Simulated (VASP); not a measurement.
MgO:

```
CELL_PARAMETERS angstrom
2.62335 0.00000 0.00000
0.00000 2.62335 0.00000
0.00000 0.00000 2.62335
ATOMIC_POSITIONS crystal
Mg 0.00000 0.00000 0.00000
O 0.50000 0.50000 0.50000
```

Program: VASP 6.6.1. Alike in all runs: potentials or basis VASP PAW PBE potentials, release 64 (Mg, O); no spin polarisation; cell as given; cutoff (eV) 520; smearing gaussian 0.01 eV.

Q: Order these runs on this cell by their band gap on the k mesh, lowest first.
A. level PBE; k mesh 8 × 8 × 8
B. level HSE06; k mesh 6 × 6 × 6; grid for exact exchange (PRECFOCK) Normal; share of exact exchange 0.25; screening parameter 0.2079 1/Å
C. level PBE0; k mesh 6 × 6 × 6; grid for exact exchange (PRECFOCK) Normal; share of exact exchange 0.25
D. level HF; k mesh 6 × 6 × 6; grid for exact exchange (PRECFOCK) Normal; share of exact exchange 1
E. level r2SCAN; k mesh 8 × 8 × 8

A: A (2.62 eV), E (3.45 eV), B (4.14 eV), C (4.90 eV), D (12.75 eV).

Caveats: the cell stands under tension (at least some runs).

A k mesh can miss the band edges.
